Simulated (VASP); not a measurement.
# Sm3BRh (Pm-3m) in VASP: notebook

The runs below take Sm3BRh through single point, relaxation of cell and atoms, with PBE.

All numbers are computed with VASP 6.6.1; they aren't measurements. Logs are shortened: lines on timing, memory, paths and dates and some standing lists are left out, and cuts for length are marked.

### Step 1. The cell of the first run

The structure is cubic, space group Pm-3m (No. 221). The conventional cell has a = 4.710 Å, b = 4.710 Å, c = 4.710 Å, α = 90.00°, β = 90.00°, γ = 90.00°. Within 3.1 Å of Sm (site symmetry 4/mmm) lie 2 B at 2.36 Å. B (site symmetry m-3m) has 6 Sm at 2.36 Å within 3.1 Å. Within 4.4 Å of Rh (site symmetry m-3m) lie 12 Sm at 3.33 Å and 8 B at 4.08 Å.

The cell was built from a structure type or drawn by symmetry, and may not be a known phase.

### Step 2. Single point, PBE

INCAR

```
PREC = Accurate
ENCUT = 500
EDIFF = 1E-6
ISMEAR = 0
SIGMA = 0.1
LREAL = F
LASPH = T
NELM = 200
ALGO = Normal
ISIF = 2
LWAVE = F
LCHARG = F
GGA = PE
NBANDS = 34
GGA_COMPAT = F
LMAXMIX = 6
```

KPOINTS

```
regular mesh
0
Gamma
  4 4 4
```

POSCAR

```
Sm3BRh
1.0
    4.7104429000      0.0000000000      0.0000000000
    0.0000000000      4.7104429000      0.0000000000
    0.0000000000      0.0000000000      4.7104429000
Sm B Rh
3 1 1
Direct
    0.5000000000      0.5000000000      0.0000000000
    0.0000000000      0.5000000000      0.5000000000
    0.5000000000      0.0000000000      0.5000000000
    0.5000000000      0.5000000000      0.5000000000
    0.0000000000      0.0000000000      0.0000000000
```

Potentials or basis: VASP PAW PBE potentials, release 64 (Sm_3, B, Rh_pv), 4f in core.

Started as:

```
$ cat potpaw_PBE.64/Sm_3/POTCAR potpaw_PBE.64/B/POTCAR potpaw_PBE.64/Rh_pv/POTCAR > POTCAR
$ mpirun -np 1 vasp_std > vasp.out
```

OUTCAR:

```text
PREC = Accurate
   ENCUT = 500
   EDIFF = 1E-6
   ISMEAR = 0
   LREAL = F
   LASPH = T
   NELM = 200
   ISIF = 2
   GGA = PE

 ion  position               nearest neighbor table
   1  0.500  0.500  0.000-   4 2.36   4 2.36   2 3.33   5 3.33   2 3.33   3 3.33   3 3.33   3 3.33
                             5 3.33   3 3.33   2 3.33   5 3.33   2 3.33   5 3.33
   2  0.000  0.500  0.500-   4 2.36   4 2.36   1 3.33   5 3.33   1 3.33   5 3.33   3 3.33   5 3.33
                             5 3.33   1 3.33   3 3.33   3 3.33   1 3.33   3 3.33
   3  0.500  0.000  0.500-   4 2.36   4 2.36   1 3.33   5 3.33   1 3.33   5 3.33   1 3.33   2 3.33
                             2 3.33   1 3.33   2 3.33   5 3.33   5 3.33   2 3.33
   4  0.500  0.500  0.500-   1 2.36   2 2.36   3 2.36   1 2.36   3 2.36   2 2.36
   5  0.000  0.000  0.000-   1 3.33   2 3.33   3 3.33   2 3.33   3 3.33   1 3.33   2 3.33   2 3.33
                             1 3.33   3 3.33   3 3.33   1 3.33

  LATTYP: Found a simple cubic cell.
 ALAT       =     4.7104429000

  Lattice vectors:

 A1 = (   4.7104429000,   0.0000000000,   0.0000000000)
 A2 = (   0.0000000000,   4.7104429000,   0.0000000000)
 A3 = (   0.0000000000,   0.0000000000,   4.7104429000)

Analysis of symmetry for initial positions (statically):
=====================================================================
 Subroutine PRICEL returns:
 Original cell was already a primitive cell.

 Routine SETGRP: Setting up the symmetry group for a
 simple cubic supercell.

 Subroutine GETGRP returns: Found 48 space group operations
 (whereof 48 operations were pure point group operations)
 out of a pool of 48 trial point group operations.

The static configuration has the point symmetry O_h .

Analysis of symmetry for dynamics (positions and initial velocities):
=====================================================================
 Subroutine PRICEL returns:
 Original cell was already a primitive cell.

 Routine SETGRP: Setting up the symmetry group for a
 simple cubic supercell.

 Subroutine GETGRP returns: Found 48 space group operations
 (whereof 48 operations were pure point group operations)
 out of a pool of 48 trial point group operations.

The dynamic configuration has the point symmetry O_h .

 Subroutine INISYM returns: Found 48 space group operations
 (whereof 48 operations are pure point group operations),
 and found     1 'primitive' translations

----------------------------------------------------------------------------------------

                                     Primitive cell

  volume of cell :     104.5166

  direct lattice vectors                    reciprocal lattice vectors
     4.710442900  0.000000000  0.000000000     0.212294262  0.000000000  0.000000000
     0.000000000  4.710442900  0.000000000     0.000000000  0.212294262  0.000000000
     0.000000000  0.000000000  4.710442900     0.000000000  0.000000000  0.212294262

  length of vectors
     4.710442900  4.710442900  4.710442900     0.212294262  0.212294262  0.212294262

  position of ions in fractional coordinates (direct lattice)
     0.500000000  0.500000000  0.000000000
     0.000000000  0.500000000  0.500000000
     0.500000000  0.000000000  0.500000000
     0.500000000  0.500000000  0.500000000
     0.000000000  0.000000000  0.000000000

  ion indices of the primitive-cell ions
   primitive index   ion index
                 1           1
                 2           2
                 3           3
                 4           4
                 5           5

----------------------------------------------------------------------------------------

 KPOINTS: regular mesh

Automatic generation of k-mesh.
 Grid dimensions read from file:
 generate k-points for:    4    4    4

 Generating k-lattice:

  Cartesian coordinates                     Fractional coordinates (reciprocal lattice)
     0.053073566  0.000000000  0.000000000     0.250000000  0.000000000  0.000000000
     0.000000000  0.053073566  0.000000000     0.000000000  0.250000000  0.000000000
     0.000000000  0.000000000  0.053073566     0.000000000  0.000000000  0.250000000

  Length of vectors
     0.053073566  0.053073566  0.053073566

  Shift w.r.t. Gamma in fractional coordinates (k-lattice)
     0.000000000  0.000000000  0.000000000

 Subroutine IBZKPT returns following result:
 ===========================================

 Found     10 irreducible k-points:

 Following reciprocal coordinates:
            Coordinates               Weight
  0.000000  0.000000  0.000000      1.000000
  0.250000  0.000000  0.000000      6.000000
  0.500000  0.000000  0.000000      3.000000
  0.250000  0.250000  0.000000     12.000000
  0.500000  0.250000  0.000000     12.000000
  0.500000  0.500000  0.000000      3.000000
  0.250000  0.250000  0.250000      8.000000
  0.500000  0.250000  0.250000     12.000000
  0.500000  0.500000  0.250000      6.000000
  0.500000  0.500000  0.500000      1.000000
   k-points           NKPTS =     10   k-points in BZ     NKDIM =     10   number of bands    NBANDS=     34
   number of dos      NEDOS =    301   number of ions     NIONS =      5
   total plane-waves  NPLWV =  46656
   dimension x,y,z NGX =    36 NGY =   36 NGZ =   36
   dimension x,y,z NGXF=    72 NGYF=   72 NGZF=   72
   ions per type =               3   1   1
   NGX,Y,Z   is equivalent  to a cutoff of  12.71, 12.71, 12.71 a.u.
   NGXF,Y,Z  is equivalent  to a cutoff of  25.41, 25.41, 25.41 a.u.
 SYSTEM =  unknown system
   PREC   = accura    normal or accurate (medium, high low for compatibility)
   ISTART =      0    job   : 0-new  1-cont  2-samecut
   ICHARG =      2    charge: 1-file 2-atom 10-const
   ISPIN  =      1    spin polarized calculation?
   LNONCOLLINEAR =      F non collinear calculations
   LSORBIT =      F    spin-orbit coupling
   LASPH  =      T    aspherical Exc in radial PAW
   ENCUT  =  500.0 eV  36.75 Ry    6.06 a.u.   8.59  8.59  8.59*2*pi/ulx,y,z
   NELM   =    200;   NELMIN=  2; NELMDL= -5     # of ELM steps
   EDIFF  = 0.1E-05   stopping-criterion for ELM
   LREAL  =      F    real-space projection
   EDIFFG = 0.1E-04   stopping-criterion for IOM
   NSW    =      0    number of steps for IOM
   IBRION =     -1    ionic relax: 0-MD 1-quasi-New 2-CG
   NFREE  =      0    steps in history (QN), initial steepest desc. (CG)
   ISIF   =      2    stress and relaxation
   ISYM   =      2    0-nonsym 1-usesym 2-fastsym
   POTIM  = 0.5000    time-step for ionic-motion
   TEBEG  =    0.0;   TEEND  =   0.0 temperature during run
   PSTRESS=    0.0 pullay stress
   NELECT =      51.0000    total number of electrons
   NUPDOWN=      -1.0000    fix difference up-down
   EMIN   =  10.00;   EMAX   =-10.00  energy-range for DOS
   EFERMI =   0.00;   METHOD = LEGACY
   ISMEAR =     0;   SIGMA  =   0.10  broadening in eV -4-tet -1-fermi 0-gaus
   EFERMI_NEDOS =   21; number of points for ismear=-14 and -15
   IALGO  =     38    algorithm
   IMIX   =      4    mixing-type and parameters
     AMIX     =   0.40;   BMIX     =  1.00
     AMIX_MAG =   1.60;   BMIX_MAG =  1.00
  volume/ion in A,a.u.               =      20.90       141.06
  Fermi-wavevector in a.u.,A,eV,Ry     =   1.288852  2.435578 22.601185  1.661140
  Thomas-Fermi vector in A             =   2.420781
   LORBIT       =      0    0 simple, 1 ext, 2 COOP (PROOUT), +10 PAW based schemes
   GGA     = PE    functional components
   LHFCALC =     F    Hartree Fock is set to
   AEXX    =    0.0000 exact exchange contribution
   IVDW    =     0    specifies the selected vdW correction
   LEPSILON=     F    determine dielectric tensor
   LRPA    =     F    only Hartree local field effects (RPA)
 non-spin polarized calculation
 Gauss-broadening in eV      SIGMA  =   0.10
  energy-cutoff  :      500.00
  volume of cell :      104.52
 maximum number of plane-waves:      2680
 NGX is ok and might be reduce to    36
   NGX = 17   NGY = 17   NGZ = 17

 number of electron      50.9999995 magnetization

 Free energy of the ion-electron system (eV)
  ---------------------------------------------------
  ext. energy  EPLUGINS =         0.00000000
  ---------------------------------------------------
  free energy    TOTEN  =       -26.37072175 eV

  energy without entropy =      -26.34431630  energy(sigma->0) =      -26.35751903

 E-fermi :   4.7987     XC(G=0): -11.0602

 val. band max:        4.7933193711   @ k =   0.2500   0.2500   0.2500
 cond. band min:       4.8233881887   @ k =   0.5000   0.2500   0.2500
 fundamental gap:      0.0300688175
 Fermi energy:         4.7986629302

 k-point     1 :       0.0000    0.0000    0.0000
  band No.  band energies     occupation
      1     -40.7150      2.00000
      2     -40.7150      2.00000
      3     -40.7150      2.00000
      4     -35.5417      2.00000
      5     -35.2622      2.00000
      6     -35.2622      2.00000
[... 26 lines left out ...]
     33       9.4172      0.00000
     34       9.5813      0.00000

 k-point     2 :       0.2500    0.0000    0.0000
  band No.  band energies     occupation
      1     -40.7154      2.00000
      2     -40.7150      2.00000
      3     -40.7150      2.00000
      4     -35.5064      2.00000
      5     -35.2984      2.00000
      6     -35.2617      2.00000
[... 26 lines left out ...]
     33       8.4988      0.00000
     34       9.1763      0.00000

 k-point     3 :       0.5000    0.0000    0.0000
  band No.  band energies     occupation
      1     -40.7157      2.00000
      2     -40.7150      2.00000
      3     -40.7150      2.00000
      4     -35.4487      2.00000
      5     -35.3569      2.00000
      6     -35.2613      2.00000
[... 26 lines left out ...]
     33       8.6061      0.00000
     34       8.7714      0.00000
[... 186 lines left out ...]
 k-point     9 :       0.5000    0.5000    0.2500
  band No.  band energies     occupation
      1     -40.7154      2.00000
      2     -40.7154      2.00000
      3     -40.7151      2.00000
      4     -35.3550      2.00000
      5     -35.3549      2.00000
      6     -35.3549      2.00000
[... 26 lines left out ...]
     33       8.0774      0.00000
     34       8.5572      0.00000

 k-point    10 :       0.5000    0.5000    0.5000
  band No.  band energies     occupation
      1     -40.7153      2.00000
      2     -40.7153      2.00000
      3     -40.7153      2.00000
      4     -35.3545      2.00000
      5     -35.3545      2.00000
      6     -35.3545      2.00000
[... 26 lines left out ...]
     33       7.9196      0.00000
     34       7.9196      0.00000

------------------------ aborting loop because EDIFF is reached ----------------------------------------

  FORCE on cell =-STRESS in cart. coord.  units (eV):
  Direction    XX          YY          ZZ          XY          YZ          ZX
  --------------------------------------------------------------------------------------
  -------------------------------------------------------------------------------------
  Total       10.8136315     10.8136315     10.8136315      0.0000000      0.0000000      0.0000000
  in kB      165.7665578    165.7665578    165.7665578      0.0000000      0.0000000      0.0000000
  external PRESSURE =     165.7665578 kB  Pullay stress =       0.0000000 kB

 VOLUME and BASIS-vectors are now :
 -----------------------------------------------------------------------------
  energy-cutoff  :      500.00
  volume of cell :      104.52
      direct lattice vectors                 reciprocal lattice vectors
     4.710442900  0.000000000  0.000000000     0.212294262  0.000000000  0.000000000
     0.000000000  4.710442900  0.000000000     0.000000000  0.212294262  0.000000000
     0.000000000  0.000000000  4.710442900     0.000000000  0.000000000  0.212294262

 POSITION                                       TOTAL-FORCE (eV/Angst)
 -----------------------------------------------------------------------------------
      2.35522      2.35522      0.00000         0.000000      0.000000      0.000000
      0.00000      2.35522      2.35522         0.000000      0.000000      0.000000
      2.35522      0.00000      2.35522         0.000000      0.000000      0.000000
      2.35522      2.35522      2.35522         0.000000      0.000000      0.000000
      0.00000      0.00000      0.00000         0.000000      0.000000      0.000000
 -----------------------------------------------------------------------------------
    total drift:                                0.000000      0.000000      0.000000

  FREE ENERGIE OF THE ION-ELECTRON SYSTEM (eV)
  ---------------------------------------------------
  free  energy   TOTEN  =       -26.3707217526 eV

  energy  without entropy=      -26.3443162996  energy(sigma->0) =      -26.35751903
```

Wall time 19 s (1 thread of Intel Xeon 6975P-C (Granite Rapids), shared host); peak memory 0.21 GiB.

Results:

```
Free energy            : -26.3707 eV
Pressure               : 16.6 GPa
Band gap on the k mesh : zero (an odd number of electrons rules out a gap without spin polarisation)
```

Levels at points of the mesh, in eV from the Fermi level:
```csv
k point,band 22,band 23,band 24,band 25,band 26,band 27,band 28,band 29
"(0.00, 0.00, 0.00)",-2.37,0.18,0.18,0.18,1.33,1.33,2.18,2.18
"(0.50, 0.00, 0.00)",-1.51,-1.51,-0.99,-0.40,0.26,0.26,0.69,0.69
"(0.50, 0.50, 0.00)",-1.51,-1.51,-1.20,-0.58,-0.32,-0.32,-0.15,1.96
"(0.50, 0.50, 0.50)",-1.70,-1.70,-1.39,-1.39,1.91,1.91,1.91,1.98
```

Caveat: the cell stands under pressure; spin-orbit coupling is left out, which moves the levels of the heavy elements; the 4f electrons are frozen in the core, so they carry no moment and show no levels. Spin polarisation is off, so any magnetic state and its effect on volume and gap are missing.

(Continued in part 2 of 2.)
